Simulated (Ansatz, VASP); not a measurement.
## One calculation of Mo, two programs

File INCAR:

```
SYSTEM = Mo
PREC = Accurate
ENCUT = 520
EDIFF = 1E-7
ISMEAR = -1
SIGMA = 0.1
LREAL = .False.
LASPH = .True.
NELM = 80
ALGO = Normal
ISIF = 2
LWAVE = .False.
LCHARG = .True.
GGA = RP
LELF = .True.
LVHAR = .True.
NBANDS = 13
```

File KPOINTS:

```
Automatic mesh
0
Gamma
  15 15 15
  0 0 0
```

The input POSCAR:

```
Mo
1.0
    0.0000000000      2.0633555199      2.0633555199
    2.0633555199      0.0000000000      2.0633555199
    2.0633555199      2.0633555199      0.0000000000
Mo
1
Direct
    0.0000000000      0.0000000000      0.0000000000
```

Input for Ansatz:

```yaml
crystal:
  lattice:
    - [0.0, 2.0633555199, 2.0633555199]
    - [2.0633555199, 0.0, 2.0633555199]
    - [2.0633555199, 2.0633555199, 0.0]
  atoms:
    - { symbol: Mo, position: [0.0, 0.0, 0.0] }
hamiltonian:
  xc: rpbe
  pseudopotentials:
    kind: paw
    azcp:
      Mo: "pseudopotentials/Mo.paw.azcp"
basis:
  ecutwfc: 420
  fft_grid_basis: typed
kpoints:
  mp_grid: { grid: [15, 15, 15], shift: [0, 0, 0] }
magnetization:
  spin_polarized: false
scf:
  occupations: { method: fermi_dirac, width: 0.1 }
  lower_state_search: "off"
output:
  stress: true
```

Alike in both runs: task single point; functional RPBE; k mesh 15 × 15 × 15; occupations fermi-dirac, width 0.1 eV; no spin polarisation.

```csv
,VASP,Ansatz
version,VASP 6.6.1,Ansatz 0.2.0
potentials or method,"VASP PAW PBE potentials, release 64 (Mo_sv), cutoff 520 eV","plane waves (420 eV) with PAW, scalar-relativistic"
valence electrons in the cell,14,14
```

VASP gave:

* pressure (GPa): -14.5

Problem. Estimate Ansatz's values.

Solution. Pressure (GPa): -14.8.

VASP's potentials were made for PBE, not for RPBE.
